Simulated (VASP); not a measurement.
A run of VASP 6.6.1:

INCAR

```
SYSTEM = Al2SiF2
PREC = Accurate
ENCUT = 600
EDIFF = 1E-6
ISMEAR = 0
SIGMA = 0.15
LREAL = .False.
LASPH = .True.
NELM = 120
ALGO = Normal
ISIF = 2
LWAVE = .False.
LCHARG = .False.
GGA = PE
NBANDS = 20
GGA_COMPAT = .False.
```

The input KPOINTS:

```
Automatic mesh
0
Gamma
  3 3 3
  0 0 0
```

POSCAR

```
Al2SiF2
1.0
    4.0569175628     -0.0000000027      0.0000000000
   -2.0284587791      3.5133936718      0.0000000000
    0.0000000000      0.0000000000      5.2152529990
Al Si F
2 1 2
Direct
    0.3333333333      0.6666666667      0.7756692217
    0.6666666667      0.3333333333      0.2243307783
    0.0000000000      0.0000000000      0.0000000000
    0.3333333333      0.6666666667      0.4407956148
    0.6666666667      0.3333333333      0.5592043852
```

Potentials or basis: VASP PAW PBE potentials, release 64 (Al, Si, F).

Command:

```console
$ cat potpaw_PBE.64/Al/POTCAR potpaw_PBE.64/Si/POTCAR potpaw_PBE.64/F/POTCAR > POTCAR
$ mpirun -np 1 vasp_std > vasp.out
```

Hardware: 1 thread of Intel(R) Xeon(R) Platinum 8259CL CPU @ 2.50GHz (Skylake/Cascade Lake), on a shared host.

Problem. Estimate the wall time of this run.

Solution. Wall time 11 s on 1 thread of Intel(R) Xeon(R) Platinum 8259CL CPU @ 2.50GHz (Skylake/Cascade Lake) (shared host), peak memory 0.19 GiB. Counts: scf iterations 14, k points 7.
